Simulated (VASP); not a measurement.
# Ta2N (P1) in VASP: a series of runs

Runs on Ta2N. Level: PBE. Tasks: single point.

All numbers are computed with VASP 6.6.1; they aren't measurements. Logs are shortened: lines on timing, memory, paths and dates and some standing lists are left out, and cuts for length are marked.

**1. The cell of the first run**

The typed cell holds 9 atoms: a = 5.315 Å, b = 5.266 Å, c = 4.839 Å, α = 90.92°, β = 89.63°, γ = 121.27°.

**2. Single point, PBE**

Input file INCAR:

```
SYSTEM = Ta2N
PREC = Accurate
ENCUT = 520
EDIFF = 1E-6
ISMEAR = 0
SIGMA = 0.1
LREAL = .False.
LASPH = .True.
NELM = 60
ALGO = Normal
ISIF = 2
LWAVE = .False.
LCHARG = .False.
GGA = PE
NBANDS = 50
```

Input file KPOINTS:

```
regular mesh
0
Gamma
  1 1 1
  0 0 0
```

Input file POSCAR:

```
Ta2N
1.0
    5.3145102829     -0.0442474828      0.0165822076
   -2.6955745856      4.5236704230     -0.0419614554
    0.0154633129     -0.0362557768      4.8385803305
Ta N
6 3
Direct
    0.6500071465      0.6616505498      0.7600794011
   -0.0017459683      0.3337727907      0.7507598047
    0.3407451904      0.0070096000      0.7591192398
    0.3334774645      0.3410334462      0.2659025940
    0.0016737383      0.6693376130      0.2509103768
    0.6705846843     -0.0006482113      0.2551245017
    0.6711933668      0.3355361584      0.5123251968
    0.3221353273      0.6578747824      0.4950735694
    0.0074634084      0.0066443365     -0.0064780902
```

Potentials or basis: VASP PAW PBE potentials, release 64 (Ta_pv, N).

Run with:

```console
$ cat potpaw_PBE.64/Ta_pv/POTCAR potpaw_PBE.64/N/POTCAR > POTCAR
$ mpirun -np 1 vasp_gam > vasp.out
```

OUTCAR:

```text
SYSTEM = Ta2N
   PREC = Accurate
   ENCUT = 520
   EDIFF = 1E-6
   ISMEAR = 0
   LREAL = .False.
   LASPH = .True.
   NELM = 60
   ISIF = 2
   GGA = PE

 ion  position               nearest neighbor table
   1  0.650  0.662  0.760-   7 2.13   9 2.14   8 2.16   4 2.89   6 2.93   3 2.95   2 2.96   4 2.97
                             6 3.01   5 3.02   3 3.02   2 3.03   5 3.07   2 3.12   3 3.14
   2  0.998  0.334  0.751-   7 2.10   8 2.10   9 2.12   4 2.93   6 2.94   1 2.96   5 2.97   3 2.99
                             6 3.00   5 3.01   1 3.03   3 3.03   4 3.06   3 3.09   1 3.12
   3  0.341  0.007  0.759-   7 2.09   9 2.10   8 2.18   1 2.95   5 2.97   2 2.99   6 2.99   4 3.00
                             6 3.01   4 3.01   5 3.01   1 3.02   2 3.03   2 3.09   1 3.14
   4  0.333  0.341  0.266-   8 2.02   9 2.15   7 2.17   1 2.89   2 2.93   6 2.96   1 2.97   3 3.00
                             3 3.01   6 3.01   5 3.02   5 3.04   5 3.05   2 3.06   6 3.13
   5  0.002  0.669  0.251-   8 2.11   7 2.15   9 2.17   2 2.97   3 2.97   3 3.01   2 3.01   6 3.02
                             1 3.02   4 3.02   4 3.04   6 3.04   4 3.05   6 3.05   1 3.07
   6  0.671  0.999  0.255-   8 2.14   7 2.15   9 2.17   1 2.93   2 2.94   4 2.96   3 2.99   2 3.00
                             3 3.01   4 3.01   1 3.01   5 3.02   5 3.04   5 3.05   4 3.13
   7  0.671  0.336  0.512-   3 2.09   2 2.10   1 2.13   6 2.15   5 2.15   4 2.17
   8  0.322  0.658  0.495-   4 2.02   2 2.10   5 2.11   6 2.14   1 2.16   3 2.18
   9  0.007  0.007  0.994-   3 2.10   2 2.12   1 2.14   4 2.15   6 2.17   5 2.17

  LATTYP: Found a triclinic cell.
 ALAT       =     5.2660684772
 B/A-ratio  =     0.9853463668
 C/A-ratio  =     0.9188526301
 COS(alpha) =     0.0097462764
 COS(beta)  =     0.0160403168
 COS(gamma) =     0.4832537311

  Lattice vectors:

 A1 = (  -2.6955745856,   4.5236704230,  -0.0419614554)
 A2 = (   2.6189356973,   4.4794229402,  -0.0253792478)
 A3 = (  -0.0154633129,   0.0362557768,  -4.8385803305)

Analysis of symmetry for initial positions (statically):
=====================================================================
 Subroutine PRICEL returns:
 Original cell was already a primitive cell.

 Routine SETGRP: Setting up the symmetry group for a
 triclinic supercell.

 Subroutine GETGRP returns: Found  1 space group operations
 (whereof  1 operations were pure point group operations)
 out of a pool of  2 trial point group operations.

The static configuration has the point symmetry C_1 .

Analysis of symmetry for dynamics (positions and initial velocities):
=====================================================================
 Subroutine PRICEL returns:
 Original cell was already a primitive cell.

 Routine SETGRP: Setting up the symmetry group for a
 triclinic supercell.

[... 107 lines left out ...]
   EMIN   =  10.00;   EMAX   =-10.00  energy-range for DOS
   EFERMI =   0.00;   METHOD = LEGACY
   ISMEAR =     0;   SIGMA  =   0.10  broadening in eV -4-tet -1-fermi 0-gaus
   EFERMI_NEDOS =   21; number of points for ismear=-14 and -15
   IALGO  =     38    algorithm
   IMIX   =      4    mixing-type and parameters
     AMIX     =   0.40;   BMIX     =  1.00
     AMIX_MAG =   1.60;   BMIX_MAG =  1.00
  volume/ion in A,a.u.               =      12.86        86.78
  Fermi-wavevector in a.u.,A,eV,Ry     =   1.453478  2.746676 28.743664  2.112600
  Thomas-Fermi vector in A             =   2.570740
   LORBIT       =      0    0 simple, 1 ext, 2 COOP (PROOUT), +10 PAW based schemes
   GGA     = PE    functional components
   LHFCALC =     F    Hartree Fock is set to
   AEXX    =    0.0000 exact exchange contribution
   IVDW    =     0    specifies the selected vdW correction
   LEPSILON=     F    determine dielectric tensor
   LRPA    =     F    only Hartree local field effects (RPA)
 non-spin polarized calculation
 Gauss-broadening in eV      SIGMA  =   0.10
  energy-cutoff  :      520.00
  volume of cell :      115.74
 maximum number of plane-waves:      1557
 NGX is ok and might be reduce to    40
   NGX = 19   NGY = 19   NGZ = 17

 number of electron      81.0000003 magnetization

 Free energy of the ion-electron system (eV)
  ---------------------------------------------------
  ext. energy  EPLUGINS =         0.00000000
  ---------------------------------------------------
  free energy    TOTEN  =       -97.51789428 eV

  energy without entropy =      -97.42070198  energy(sigma->0) =      -97.46929813

 E-fermi :   7.5587     XC(G=0): -13.1191

 val. band max:        7.5433594008   @ k =   0.0000   0.0000   0.0000
 cond. band min:       7.6811280197   @ k =   0.0000   0.0000   0.0000
 fundamental gap:      0.1377686189
 Fermi energy:         7.5586630364

 k-point     1 :       0.0000    0.0000    0.0000
  band No.  band energies     occupation
      1     -27.7860      2.00000
      2     -27.3414      2.00000
      3     -27.1993      2.00000
      4     -27.1520      2.00000
      5     -27.1310      2.00000
      6     -27.1113      2.00000
[... 42 lines left out ...]
     49      10.9836      0.00000
     50      11.5334      0.00000

------------------------ aborting loop because EDIFF is reached ----------------------------------------

  FORCE on cell =-STRESS in cart. coord.  units (eV):
  Direction    XX          YY          ZZ          XY          YZ          ZX
  --------------------------------------------------------------------------------------
  -------------------------------------------------------------------------------------
  Total       29.2457551     15.9426931     18.0992206     -7.1734293      0.3378703     -2.5079992
  in kB      404.8458924    220.6930130    250.5455952    -99.3010226      4.6771022    -34.7179674
  external PRESSURE =     292.0281669 kB  Pullay stress =       0.0000000 kB

 VOLUME and BASIS-vectors are now :
 -----------------------------------------------------------------------------
  energy-cutoff  :      520.00
  volume of cell :      115.74
      direct lattice vectors                 reciprocal lattice vectors
     5.314510283 -0.044247483  0.016582208     0.189101530  0.112684458  0.000240014
    -2.695574586  4.523670423 -0.041961455     0.001844597  0.222173979  0.001658868
     0.015463313 -0.036255777  4.838580331    -0.000632069  0.001540573  0.206685755

 POSITION                                       TOTAL-FORCE (eV/Angst)
 -----------------------------------------------------------------------------------
      1.68269      2.93677      3.66072        -1.334547     -1.924200     -0.031419
      4.41713      1.43849      3.63516        -0.637706     -0.596535      1.698869
      1.80374     -0.01089      3.67842        -1.229659     -0.850772      0.933464
      0.85710      1.51833      1.27781         2.501364      1.271416     -1.399043
     -1.79147      3.01869      1.18599        -0.638893      1.110081     -0.656905
      0.87395      4.48182      1.20363        -0.228384      0.643794     -0.846382
      2.67052      1.46958      2.47598        -0.231162      0.254572     -0.400617
     -0.05370      2.94381      2.37319         1.122395      0.764608      1.107570
      0.03712     -0.00629      4.80708         0.676593     -0.672963     -0.405537
 -----------------------------------------------------------------------------------
    total drift:                                0.000083     -0.000177     -0.000034

  FREE ENERGIE OF THE ION-ELECTRON SYSTEM (eV)
  ---------------------------------------------------
  free  energy   TOTEN  =       -97.5178942761 eV

  energy  without entropy=      -97.4207019825  energy(sigma->0) =      -97.46929813
```

OSZICAR:

```text
N       E                     dE             d eps       ncg     rms          rms(c)
DAV:   1     0.114110582964E+04    0.11411E+04   -0.49210E+04   100   0.183E+03
DAV:   2    -0.195089068990E+01   -0.11431E+04   -0.11025E+04   116   0.571E+02
DAV:   3    -0.101787603399E+03   -0.99837E+02   -0.93225E+02   136   0.141E+02
DAV:   4    -0.108530433098E+03   -0.67428E+01   -0.62440E+01   128   0.271E+01
DAV:   5    -0.108707332814E+03   -0.17690E+00   -0.17587E+00   120   0.399E+00    0.505E+01
DAV:   6    -0.985527613565E+02    0.10155E+02   -0.65633E+01   126   0.325E+01    0.244E+01
DAV:   7    -0.977163914710E+02    0.83637E+00   -0.50388E+00   120   0.114E+01    0.131E+01
DAV:   8    -0.978884848005E+02   -0.17209E+00   -0.19810E+00   120   0.999E+00    0.433E+00
DAV:   9    -0.975348681122E+02    0.35362E+00   -0.11067E+00   120   0.656E+00    0.125E+00
DAV:  10    -0.975198281820E+02    0.15040E-01   -0.93251E-02   120   0.207E+00    0.640E-01
DAV:  11    -0.975181074724E+02    0.17207E-02   -0.13448E-02   128   0.881E-01    0.412E-01
DAV:  12    -0.975178962619E+02    0.21121E-03   -0.31404E-03   120   0.395E-01    0.134E-01
DAV:  13    -0.975178871870E+02    0.90748E-05   -0.41456E-04   128   0.128E-01    0.581E-02
DAV:  14    -0.975178988198E+02   -0.11633E-04   -0.76307E-05   128   0.594E-02    0.200E-02
DAV:  15    -0.975178962243E+02    0.25955E-05   -0.16779E-05   128   0.337E-02    0.988E-03
DAV:  16    -0.975178945669E+02    0.16574E-05   -0.51575E-06   104   0.137E-02    0.558E-03
DAV:  17    -0.975178942761E+02    0.29079E-06   -0.18431E-06    72   0.647E-03
   1 F= -.97517894E+02 E0= -.97469298E+02  d E =-.971923E-01
```

stdout:

```text
POSCAR found type information on POSCAR TaN
 POSCAR found :  2 types and       9 ions
 scaLAPACK will be used
 LDA part: xc-table for (Slater+PW92), standard interpolation
 POSCAR, INCAR and KPOINTS ok, starting setup
 FFT: planning ... GRIDC
 FFT: planning ... GRID_SOFT
 FFT: planning ... GRID
 WAVECAR not read
 entering main loop
```

Wall time 22 s (1 thread of Intel Xeon Platinum 8488C (Sapphire Rapids), shared host); peak memory 0.22 GiB.

What came out:

- Free energy: -97.5179 eV
- Pressure: 29.2 GPa
- Largest force: 3.135 eV/Å
- Band gap on the k mesh: zero (an odd number of electrons rules out a gap without spin polarisation)

Forces in eV/Å, atoms in the order of the input:
```
Ta  -1.335 -1.924 -0.031
Ta  -0.638 -0.597  1.699
Ta  -1.230 -0.851  0.933
Ta   2.501  1.271 -1.399
Ta  -0.639  1.110 -0.657
Ta  -0.228  0.644 -0.846
N   -0.231  0.255 -0.401
N    1.122  0.765  1.108
N    0.677 -0.673 -0.406
```

Caveat: the k points lie up to 1.38 Å⁻¹ apart, too coarse for converged energies and pressures of a metal; spin-orbit coupling is left out, which moves the levels of the heavy elements; forces of over 1 eV/Å act on the atoms, so gaps and moduli don't describe the material at rest.

**3. Single point, PBE**

Input file INCAR:

```
  ALGO = Normal
  EDIFF = 1E-6
  ENCUT = 520
  GGA = PE
  ISIF = 2
  ISMEAR = 0
  LASPH = True
  LCHARG = True
  LELF = True
  LREAL = False
  LVHAR = True
  LWAVE = False
  NBANDS = 50
  NELM = 80
  PREC = Accurate
  SIGMA = 0.1
```

Input file KPOINTS:

```
k-points
0
Gamma
  2 2 2
```

POSCAR is that of step 2.

Potentials or basis: VASP PAW PBE potentials, release 64 (Ta_pv, N).

Run with:

```console
$ cat potpaw_PBE.64/Ta_pv/POTCAR potpaw_PBE.64/N/POTCAR > POTCAR
$ mpirun -np 1 vasp_std > vasp.out
```

Wall time 78 s (1 thread of Intel Xeon Platinum 8488C (Sapphire Rapids), shared host); peak memory 0.23 GiB.

Results (log left out):

- Free energy: -103.0647 eV
- Pressure: 17.1 GPa
- Largest force: 2.593 eV/Å
- Band gap on the k mesh: zero (an odd number of electrons rules out a gap without spin polarisation)

Forces on the atoms (eV/Å):
```
Ta   0.750  1.063  0.244
Ta   0.459 -0.551  1.223
Ta  -0.641 -0.674  0.208
Ta   0.756 -1.815 -1.690
Ta  -0.698  0.309 -0.660
Ta   0.278  0.573 -0.500
N   -0.263 -0.176 -0.822
N   -0.116  1.620  1.098
N   -0.526 -0.349  0.899
```

Stress tensor (GPa, compression positive):
```
12.71  0.07 -1.72
 0.07 16.56  1.69
-1.72  1.69 21.93
```

Levels at points of the mesh, in eV from the Fermi level:
```
           k point  band 37  band 38  band 39  band 40  band 41  band 42  band 43  band 44  band 45  band 46
(0.00, 0.00, 0.00)    -1.67    -0.84    -0.74    -0.53    -0.43    -0.21     0.10     0.52     0.59     1.59
(0.50, 0.00, 0.00)    -2.29    -2.19    -1.48     0.30     0.48     0.92     1.12     1.58     2.20     2.48
(0.00, 0.50, 0.00)    -2.39    -2.06    -1.52     0.32     0.37     0.92     1.02     1.87     2.18     2.56
(0.50, 0.50, 0.00)    -2.21    -2.11    -1.54     0.34     0.56     0.98     1.17     1.72     2.07     2.47
(0.00, 0.00, 0.50)    -1.84    -1.84    -1.63    -1.33    -0.97     0.44     0.64     0.66     1.84     1.92
(0.50, 0.00, 0.50)    -2.15    -1.52    -1.37    -0.71    -0.26     0.02     0.21     0.62     0.97     2.53
(0.00, 0.50, 0.50)    -2.30    -1.44    -1.31    -0.71    -0.31     0.00     0.09     0.60     1.14     2.44
(0.50, 0.50, 0.50)    -2.14    -1.45    -1.30    -0.90    -0.09     0.18     0.22     0.57     0.85     2.65
```

Caveat: the k points lie up to 0.69 Å⁻¹ apart, too coarse for converged energies and pressures of a metal; spin-orbit coupling is left out, which moves the levels of the heavy elements; forces of over 1 eV/Å act on the atoms, so gaps and moduli don't describe the material at rest.

**4. Single point, PBE**

Input file INCAR:

```
SYSTEM = Ta2N
ALGO = Normal
EDIFF = 1E-7
ENCUT = 520
GGA = PE
ISIF = 2
ISMEAR = 0
LASPH = .TRUE.
LCHARG = .FALSE.
LREAL = .FALSE.
LWAVE = .FALSE.
NBANDS = 50
NELM = 80
PREC = Accurate
SIGMA = 0.1
```

Input file KPOINTS:

```
k-points
0
G
  4 4 4
  0 0 0
```

POSCAR is that of step 3.

Run with:

```console
$ cat potpaw_PBE.64/Ta_pv/POTCAR potpaw_PBE.64/N/POTCAR > POTCAR
$ mpirun -np 1 vasp_std > vasp.out
```

Wall time 5.9 min (1 thread of Intel Xeon Platinum 8488C (Sapphire Rapids), shared host); peak memory 0.32 GiB.

Results (log left out):

```yaml
Free_energy: -103.5914 eV
Pressure: 16.3 GPa
Largest_force: 2.830 eV/Å
Band_gap_on_the_k_mesh: zero (an odd number of electrons rules out a gap without spin polarisation)
```

Forces in eV/Å, atoms in the order of the input:
```
Ta   0.934  0.888  0.291
Ta   0.169 -0.249  1.426
Ta  -0.479 -0.809  0.128
Ta   0.884 -1.719 -2.067
Ta  -0.610  0.109 -0.478
Ta  -0.099  0.337 -0.574
N   -0.276  0.068 -0.869
N   -0.042  1.730  1.188
N   -0.480 -0.354  0.956
```

Stress tensor (GPa, compression positive):
```
10.76  2.08 -2.10
 2.08 19.35  2.49
-2.10  2.49 18.68
```

Levels at points of the mesh, in eV from the Fermi level:
```csv
k point,band 38,band 39,band 40,band 41,band 42,band 43,band 44,band 45
"(0.00, 0.00, 0.00)",-0.82,-0.73,-0.53,-0.44,-0.22,0.10,0.54,0.61
"(0.50, 0.00, 0.00)",-2.16,-1.46,0.32,0.51,0.94,1.12,1.59,2.20
"(0.00, 0.50, 0.00)",-2.04,-1.50,0.34,0.39,0.94,1.02,1.89,2.19
"(0.50, 0.50, 0.00)",-2.09,-1.51,0.36,0.59,0.99,1.18,1.72,2.06
"(0.00, 0.00, 0.50)",-1.82,-1.64,-1.32,-0.98,0.44,0.64,0.68,1.83
"(0.50, 0.00, 0.50)",-1.53,-1.35,-0.71,-0.25,0.04,0.20,0.66,1.01
"(0.00, 0.50, 0.50)",-1.43,-1.31,-0.71,-0.29,0.00,0.10,0.64,1.18
"(0.50, 0.50, 0.50)",-1.44,-1.31,-0.90,-0.08,0.19,0.24,0.62,0.89
```

Caveat: the stress differs along the axes, from 11 to 19 GPa; spin-orbit coupling is left out, which moves the levels of the heavy elements; forces of over 1 eV/Å act on the atoms, so gaps and moduli don't describe the material at rest.

**5. Single point, PBE (atoms moved at random and the cell strained at random)**

Input file INCAR:

```
ALGO = Normal
EDIFF = 1E-6
ENCUT = 520
GGA = PE
ISIF = 2
ISMEAR = 0
LASPH = True
LCHARG = True
LELF = True
LREAL = False
LVHAR = True
LWAVE = False
NBANDS = 50
NELM = 60
PREC = Accurate
SIGMA = 0.1
```

Input file KPOINTS:

```
k-points
0
Gamma
  6 6 6
```

POSCAR is that of step 4.

Run with:

```console
$ cat potpaw_PBE.64/Ta_pv/POTCAR potpaw_PBE.64/N/POTCAR > POTCAR
$ mpirun -np 1 vasp_std > vasp.out
```

Wall time 13 min (1 thread of Intel Xeon Platinum 8488C (Sapphire Rapids), shared host); peak memory 0.56 GiB.

Results (log left out):

| Property | Result |
| --- | --- |
| Free energy | -103.5305 eV |
| Pressure | 16.4 GPa |
| Largest force | 2.783 eV/Å |
| Band gap on the k mesh | zero (an odd number of electrons rules out a gap without spin polarisation) |

Forces in eV/Å, atoms in the order of the input:
```
Ta   0.917  0.830  0.234
Ta   0.158 -0.232  1.500
Ta  -0.493 -0.784  0.208
Ta   0.882 -1.688 -2.030
Ta  -0.609  0.086 -0.538
Ta  -0.093  0.303 -0.655
N   -0.275  0.110 -0.848
N   -0.038  1.722  1.175
N   -0.450 -0.347  0.954
```

Stress tensor (GPa, compression positive):
```
10.84  1.74 -2.26
 1.74 18.91  2.23
-2.26  2.23 19.38
```

Levels at points of the mesh, in eV from the Fermi level:
```tsv
k point	band 38	band 39	band 40	band 41	band 42	band 43	band 44	band 45
(0.00, 0.00, 0.00)	-0.74	-0.64	-0.44	-0.36	-0.14	0.18	0.62	0.70
(0.50, 0.00, 0.00)	-2.08	-1.37	0.41	0.59	1.03	1.21	1.68	2.29
(0.00, 0.50, 0.00)	-1.96	-1.41	0.42	0.48	1.02	1.11	1.97	2.28
(0.50, 0.50, 0.00)	-2.00	-1.43	0.45	0.68	1.07	1.27	1.81	2.15
(0.00, 0.00, 0.50)	-1.73	-1.55	-1.24	-0.89	0.52	0.72	0.77	1.92
(0.50, 0.00, 0.50)	-1.44	-1.27	-0.63	-0.16	0.12	0.28	0.74	1.09
(0.00, 0.50, 0.50)	-1.34	-1.22	-0.63	-0.21	0.08	0.18	0.73	1.27
(0.50, 0.50, 0.50)	-1.36	-1.22	-0.82	0.01	0.27	0.32	0.70	0.98
```

Caveat: the cell differs from its parent crystal (atoms moved at random and the cell strained at random); the stress differs along the axes, from 11 to 19 GPa; spin-orbit coupling is left out, which moves the levels of the heavy elements; forces of over 1 eV/Å act on the atoms, so gaps and moduli don't describe the material at rest.

**6. Overview**

| k mesh | gap on the mesh (eV) | pressure (GPa) | largest force (eV/Å) |
| --- | --- | --- | --- |
| 1 × 1 × 1 | none | 29.2 | 3.14 |
| 2 × 2 × 2 | none | 17.1 | 2.59 |
| 4 × 4 × 4 | none | 16.3 | 2.83 |
| 6 × 6 × 6 | none | 16.4 | 2.78 |

Alike in all rows: task single point; level PBE; potentials or basis VASP PAW PBE potentials, release 64 (Ta_pv, N); no spin polarisation; cell as given; cutoff (eV) 520; smearing gaussian 0.1 eV.

Caveats: some runs use coarse meshes; spin-orbit coupling is left out, which moves the levels of the heavy elements; forces of over 1 eV/Å act on the atoms, so gaps and moduli don't describe the material at rest; the stress differs along the axes, from 11 to 19 GPa (at least some runs).

Absolute energies hang on the potentials; compare differences alone.

The gap in the log of VASP goes by the Fermi energy; the results here count the filled bands.